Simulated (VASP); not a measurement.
# Ba (P6/mmm) in VASP: notebook

The runs below take Ba through single point, with PBEsol.

Program: VASP 6.6.1. These are calculated values, not measurements. Logs are shortened: lines on timing, memory, paths and dates and some standing lists are left out, and cuts for length are marked.

## 1. The cell of the first run

It takes space group P6/mmm (No. 191, hexagonal). Conventional cell: a = 6.786 Å, b = 6.786 Å, c = 3.792 Å, α = 90.00°, β = 90.00°, γ = 120.00°. Within 5.0 Å of Ba (site symmetry -6m2) lie 5 Ba at 3.79 to 3.92 Å.

This isn't the form of Ba at room conditions, which is bcc.

## 2. Single point, PBEsol (strain -0.030 along x and y, -0.030 along z)

File INCAR:

```
  PREC = Accurate
  ENCUT = 520
  EDIFF = 1E-7
  ISMEAR = 0
  SIGMA = 0.15
  LREAL = F
  LASPH = T
  NELM = 80
  ALGO = Fast
  ISIF = 2
  LWAVE = F
  LCHARG = T
  GGA = PS
  LELF = T
  LVHAR = T
  NBANDS = 17
```

File KPOINTS:

```
Automatic mesh
0
Gamma
  9 9 12
```

File POSCAR:

```
Ba
1.0
    6.7861850613      0.0000000000      0.0000000000
   -3.3930925307      5.8770086578      0.0000000000
    0.0000000000      0.0000000000      3.7921117435
Ba
2
Direct
    0.3333333333      0.6666666667      0.5000000000
    0.6666666667      0.3333333333      0.5000000000
```

Potentials or basis: VASP PAW PBE potentials, release 64 (Ba_sv).

Command:

```console
cat potpaw_PBE.64/Ba_sv/POTCAR > POTCAR
mpirun -np 1 vasp_std > vasp.out
```

OUTCAR:

```text
PREC = Accurate
   ENCUT = 520
   EDIFF = 1E-7
   ISMEAR = 0
   LREAL = F
   LASPH = T
   NELM = 80
   ISIF = 2
   GGA = PS

 ion  position               nearest neighbor table
   1  0.333  0.667  0.500-   2 3.92   2 3.92   2 3.92
   2  0.667  0.333  0.500-   1 3.92   1 3.92   1 3.92

  LATTYP: Found a hexagonal cell.
 ALAT       =     6.7861850613
 C/A-ratio  =     0.5587987521

  Lattice vectors:

 A1 = (   6.7861850613,   0.0000000000,   0.0000000000)
 A2 = (  -3.3930925307,   5.8770086578,   0.0000000000)
 A3 = (   0.0000000000,   0.0000000000,   3.7921117435)

Analysis of symmetry for initial positions (statically):
=====================================================================
 Subroutine PRICEL returns:
 Original cell was already a primitive cell.

 Routine SETGRP: Setting up the symmetry group for a
 hexagonal supercell.

 Subroutine GETGRP returns: Found 24 space group operations
 (whereof 24 operations were pure point group operations)
 out of a pool of 24 trial point group operations.

The static configuration has the point symmetry D_6h.

Analysis of symmetry for dynamics (positions and initial velocities):
=====================================================================
 Subroutine PRICEL returns:
 Original cell was already a primitive cell.

 Routine SETGRP: Setting up the symmetry group for a
 hexagonal supercell.

 Subroutine GETGRP returns: Found 24 space group operations
 (whereof 24 operations were pure point group operations)
 out of a pool of 24 trial point group operations.

The dynamic configuration has the point symmetry D_6h.

 Subroutine INISYM returns: Found 24 space group operations
 (whereof 24 operations are pure point group operations),
 and found     1 'primitive' translations

----------------------------------------------------------------------------------------

                                     Primitive cell

  volume of cell :     151.2388

  direct lattice vectors                    reciprocal lattice vectors
     6.786185061  0.000000000  0.000000000     0.147358198  0.085077295  0.000000000
    -3.393092531  5.877008658  0.000000000     0.000000000  0.170154590  0.000000000
[... 73 lines left out ...]
   NGX,Y,Z   is equivalent  to a cutoff of  12.25, 12.25, 12.28 a.u.
   NGXF,Y,Z  is equivalent  to a cutoff of  24.50, 24.50, 24.55 a.u.
 SYSTEM =  unknown system
   PREC   = accura    normal or accurate (medium, high low for compatibility)
   ISTART =      0    job   : 0-new  1-cont  2-samecut
   ICHARG =      2    charge: 1-file 2-atom 10-const
   ISPIN  =      1    spin polarized calculation?
   LNONCOLLINEAR =      F non collinear calculations
   LSORBIT =      F    spin-orbit coupling
   LASPH  =      T    aspherical Exc in radial PAW
   ENCUT  =  520.0 eV  38.22 Ry    6.18 a.u.  12.62 12.62  7.05*2*pi/ulx,y,z
   NELM   =     80;   NELMIN=  2; NELMDL= -5     # of ELM steps
   EDIFF  = 0.1E-06   stopping-criterion for ELM
   LREAL  =      F    real-space projection
   EDIFFG = 0.1E-05   stopping-criterion for IOM
   NSW    =      0    number of steps for IOM
   IBRION =     -1    ionic relax: 0-MD 1-quasi-New 2-CG
   NFREE  =      0    steps in history (QN), initial steepest desc. (CG)
   ISIF   =      2    stress and relaxation
   ISYM   =      2    0-nonsym 1-usesym 2-fastsym
   POTIM  = 0.5000    time-step for ionic-motion
   TEBEG  =    0.0;   TEEND  =   0.0 temperature during run
   PSTRESS=    0.0 pullay stress
   NELECT =      20.0000    total number of electrons
   NUPDOWN=      -1.0000    fix difference up-down
   EMIN   =  10.00;   EMAX   =-10.00  energy-range for DOS
   EFERMI =   0.00;   METHOD = LEGACY
   ISMEAR =     0;   SIGMA  =   0.15  broadening in eV -4-tet -1-fermi 0-gaus
   EFERMI_NEDOS =   21; number of points for ismear=-14 and -15
   IALGO  =     68    algorithm
   IMIX   =      4    mixing-type and parameters
     AMIX     =   0.40;   BMIX     =  1.00
     AMIX_MAG =   1.60;   BMIX_MAG =  1.00
  volume/ion in A,a.u.               =      75.62       510.30
  Fermi-wavevector in a.u.,A,eV,Ry     =   0.834060  1.576144  9.464968  0.695655
  Thomas-Fermi vector in A             =   1.947388
   LORBIT       =      0    0 simple, 1 ext, 2 COOP (PROOUT), +10 PAW based schemes
   GGA     = PS    functional components
   LHFCALC =     F    Hartree Fock is set to
   AEXX    =    0.0000 exact exchange contribution
   IVDW    =     0    specifies the selected vdW correction
   LEPSILON=     F    determine dielectric tensor
   LRPA    =     F    only Hartree local field effects (RPA)
 non-spin polarized calculation
 RMM-DIIS sequential band-by-band and
 Gauss-broadening in eV      SIGMA  =   0.15
  energy-cutoff  :      520.00
  volume of cell :      151.24
 maximum number of plane-waves:      4118
   NGX = 25   NGY = 25   NGZ = 15

 number of electron      19.9999999 magnetization

 Free energy of the ion-electron system (eV)
  ---------------------------------------------------
  ext. energy  EPLUGINS =         0.00000000
  ---------------------------------------------------
  free energy    TOTEN  =        -2.76841065 eV

  energy without entropy =       -2.70635085  energy(sigma->0) =       -2.73738075

 E-fermi :   0.6986     XC(G=0):  -6.7554

 val. band max:        0.6984992241   @ k =   0.1111   0.0000   0.5000
 cond. band min:       0.7094233723   @ k =   0.2222   0.1111   0.0833
 fundamental gap:      0.0109241482
 Fermi energy:         0.6985628929

 k-point     1 :       0.0000    0.0000    0.0000
  band No.  band energies     occupation
      1     -28.4896      2.00000
      2     -28.3910      2.00000
      3     -13.9198      2.00000
      4     -13.9198      2.00000
      5     -13.4136      2.00000
      6     -13.4136      2.00000
[... 457 lines left out ...]
      4     -13.6641      2.00000
      5     -13.6641      2.00000
      6     -13.3344      2.00000
[... 9 lines left out ...]
     16       2.6074      0.00000
     17       3.7828      0.00000

 [... further k-points ...]
[... 5 lines left out ...]
  --------------------------------------------------------------------------------------
  -------------------------------------------------------------------------------------
  Total        0.0554241      0.0554241     -0.0431368     -0.0000000     -0.0000000      0.0000000
  in kB        0.5871459      0.5871459     -0.4569782     -0.0000000     -0.0000000      0.0000000
  external PRESSURE =       0.2391045 kB  Pullay stress =       0.0000000 kB

 VOLUME and BASIS-vectors are now :
 -----------------------------------------------------------------------------
  energy-cutoff  :      520.00
  volume of cell :      151.24
      direct lattice vectors                 reciprocal lattice vectors
     6.786185061  0.000000000  0.000000000     0.147358198  0.085077295  0.000000000
    -3.393092531  5.877008658  0.000000000     0.000000000  0.170154590  0.000000000
     0.000000000  0.000000000  3.792111744     0.000000000  0.000000000  0.263705309

 POSITION                                       TOTAL-FORCE (eV/Angst)
 -----------------------------------------------------------------------------------
     -0.00000      3.91801      1.89606         0.000000      0.000000      0.000000
      3.39309      1.95900      1.89606         0.000000      0.000000      0.000000
 -----------------------------------------------------------------------------------
    total drift:                                0.000000     -0.000000      0.000000

  FREE ENERGIE OF THE ION-ELECTRON SYSTEM (eV)
  ---------------------------------------------------
  free  energy   TOTEN  =        -2.7684106458 eV

  energy  without entropy=       -2.7063508533  energy(sigma->0) =       -2.73738075
```

Run time: 2.1 min. Hardware: 1 thread of Intel Xeon 6975P-C (Granite Rapids), shared host; peak memory 0.36 GiB.

Results:

| Item | Value |
| --- | --- |
| Free energy | -2.7684 eV |
| Pressure | 0.0 GPa |
| Band gap on the k mesh | zero (bands 10 and 11 overlap by 1.09 eV) |

Stress tensor (GPa, compression positive):
```
 0.06  0.00  0.00
 0.00  0.06  0.00
 0.00  0.00 -0.05
```

Caveat: the cell differs from its parent crystal (strain -0.030 along x and y, -0.030 along z); the PAW data sets were made with another functional, which shifts forces and pressure a little; spin-orbit coupling is left out, which moves the levels of the heavy elements.

## 3. Single point, PBEsol (strain -0.030 along x and y, -0.015 along z)

File INCAR:

```
SYSTEM = Ba
ALGO = Fast ; EDIFF = 1E-7
ENCUT = 520 ; GGA = PS
ISIF = 2 ; ISMEAR = 0
LASPH = .TRUE. ; LCHARG = .FALSE.
LREAL = .FALSE. ; LWAVE = .FALSE.
NBANDS = 17 ; NELM = 100
PREC = Accurate ; SIGMA = 0.15
```

File KPOINTS:

```
k-points
0
G
  9 9 12
  0 0 0
```

POSCAR: that of step 2 with these lines changed.

```diff
@@ -4,3 +4,3 @@
    -3.3930925307      5.8770086578      0.0000000000
-    0.0000000000      0.0000000000      3.7921117435
+    0.0000000000      0.0000000000      3.8507526468
 Ba
```

Potentials or basis: VASP PAW PBE potentials, release 64 (Ba_sv).

Command:

```console
cat potpaw_PBE.64/Ba_sv/POTCAR > POTCAR
mpirun -np 1 vasp_std > vasp.out
```

Wall time 2.2 min (1 thread of Intel Xeon 6975P-C (Granite Rapids), shared host); peak memory 0.37 GiB.

The run converged. Its results:

```yaml
Free_energy: -2.7653 eV
Pressure: 0.0 GPa
Band_gap_on_the_k_mesh: zero (bands 10 and 11 overlap by 1.05 eV)
```

Stress tensor (GPa, compression positive):
```
 0.13  0.00  0.00
 0.00  0.13  0.00
 0.00  0.00 -0.38
```

Levels at points of the mesh, in eV from the Fermi level:
```csv
k point,band 8,band 9,band 10,band 11,band 12,band 13
"(0.00, 0.00, 0.00)",-13.78,-2.25,0.06,0.37,0.78,0.78
"(0.00, 0.00, 0.50)",-14.04,-0.26,-0.26,-0.15,1.18,1.48
```

Caveat: the cell differs from its parent crystal (strain -0.030 along x and y, -0.015 along z); the PAW data sets were made with another functional, which shifts forces and pressure a little; spin-orbit coupling is left out, which moves the levels of the heavy elements.

## 4. Single point, PBEsol (strain -0.030 along x and y, +0.000 along z)

File INCAR:

```
PREC = Accurate
ENCUT = 520
EDIFF = 1E-6
ISMEAR = 0
SIGMA = 0.15
LREAL = False
LASPH = True
NELM = 80
ALGO = Fast
ISIF = 2
LWAVE = False
LCHARG = False
GGA = PS
NBANDS = 17
```

File KPOINTS:

```
Automatic mesh
0
Gamma
  9 9 12
```

POSCAR: that of step 3 with these lines changed.

```diff
@@ -4,3 +4,3 @@
    -3.3930925307      5.8770086578      0.0000000000
-    0.0000000000      0.0000000000      3.8507526468
+    0.0000000000      0.0000000000      3.9093935500
 Ba
```

Potentials or basis: VASP PAW PBE potentials, release 64 (Ba_sv).

Command:

```console
cat potpaw_PBE.64/Ba_sv/POTCAR > POTCAR
mpirun -np 1 vasp_std > vasp.out
```

OUTCAR:

```text
PREC = Accurate
   ENCUT = 520
   EDIFF = 1E-6
   ISMEAR = 0
   LREAL = False
   LASPH = True
   NELM = 80
   ISIF = 2
   GGA = PS

 ion  position               nearest neighbor table
   1  0.333  0.667  0.500-   2 3.92   2 3.92   2 3.92
   2  0.667  0.333  0.500-   1 3.92   1 3.92   1 3.92

  LATTYP: Found a hexagonal cell.
 ALAT       =     6.7861850613
 C/A-ratio  =     0.5760811877

  Lattice vectors:

 A1 = (   6.7861850613,   0.0000000000,   0.0000000000)
[... 191 lines left out ...]
      5     -13.5343      2.00000
      6     -13.5343      2.00000
[... 457 lines left out ...]
      4     -13.7850      2.00000
      5     -13.7850      2.00000
      6     -13.4575      2.00000
[... 9 lines left out ...]
     16       2.5421      0.00000
     17       3.4551      0.00000

 [... further k-points ...]
[... 5 lines left out ...]
  --------------------------------------------------------------------------------------
  -------------------------------------------------------------------------------------
  Total        0.1951466      0.1951466     -0.6575866     -0.0000000      0.0000000      0.0000000
  in kB        2.0053032      2.0053032     -6.7572834     -0.0000000      0.0000000      0.0000000
  external PRESSURE =      -0.9155590 kB  Pullay stress =       0.0000000 kB

 VOLUME and BASIS-vectors are now :
 -----------------------------------------------------------------------------
  energy-cutoff  :      520.00
  volume of cell :      155.92
      direct lattice vectors                 reciprocal lattice vectors
     6.786185061  0.000000000  0.000000000     0.147358198  0.085077295  0.000000000
    -3.393092531  5.877008658  0.000000000     0.000000000  0.170154590  0.000000000
     0.000000000  0.000000000  3.909393550     0.000000000  0.000000000  0.255794150

 POSITION                                       TOTAL-FORCE (eV/Angst)
 -----------------------------------------------------------------------------------
     -0.00000      3.91801      1.95470        -0.000000     -0.000000      0.000000
      3.39309      1.95900      1.95470         0.000000      0.000000     -0.000000
 -----------------------------------------------------------------------------------
    total drift:                                0.000000     -0.000000      0.000000

  FREE ENERGIE OF THE ION-ELECTRON SYSTEM (eV)
  ---------------------------------------------------
  free  energy   TOTEN  =        -2.7575303956 eV

  energy  without entropy=       -2.6925061372  energy(sigma->0) =       -2.72501827
```

It took 1.9 min on 1 thread of Intel Xeon 6975P-C (Granite Rapids), shared host; peak memory 0.37 GiB.

What came out:

```
Free energy            : -2.7575 eV
Pressure               : -0.1 GPa
Band gap on the k mesh : zero (bands 10 and 11 overlap by 1.02 eV)
```

Levels at points of the mesh, in eV from the Fermi level:
```
           k point  band 8  band 9  band 10  band 11  band 12  band 13
(0.00, 0.00, 0.00)  -13.85   -2.25     0.08     0.41     0.79     0.79
(0.00, 0.00, 0.50)  -14.08   -0.22    -0.21    -0.21     1.10     1.53
```

Caveat: the cell differs from its parent crystal (strain -0.030 along x and y, +0.000 along z); the PAW data sets were made with another functional, which shifts forces and pressure a little; spin-orbit coupling is left out, which moves the levels of the heavy elements.

## 5. The runs side by side

| cell | further INCAR settings | gap on the mesh (eV) | pressure (GPa) |
| --- | --- | --- | --- |
| a = 6.786, b = 6.786, c = 3.792 Å, angles 90.0, 90.0, 120.0°, 2 atoms | ALGO = Fast; EDIFF = 1e-07; NBANDS = 17 | none | 0.0 |
| a = 6.786, b = 6.786, c = 3.851 Å, angles 90.0, 90.0, 120.0°, 2 atoms | ALGO = Fast; EDIFF = 1e-07; NBANDS = 17 | none | 0.0 |
| a = 6.786, b = 6.786, c = 3.909 Å, angles 90.0, 90.0, 120.0°, 2 atoms | ALGO = Fast; EDIFF = 1e-06; NBANDS = 17 | none | -0.1 |

Alike in all rows: task single point; level PBEsol; potentials or basis VASP PAW PBE potentials, release 64 (Ba_sv); no spin polarisation; k mesh 9 × 9 × 12; cutoff (eV) 520; smearing gaussian 0.15 eV.

Caveats: the PAW data sets were made with another functional, which shifts forces and pressure a little; spin-orbit coupling is left out, which moves the levels of the heavy elements.

Total energies depend on the potentials used, so only differences within one code and one set of settings carry meaning.
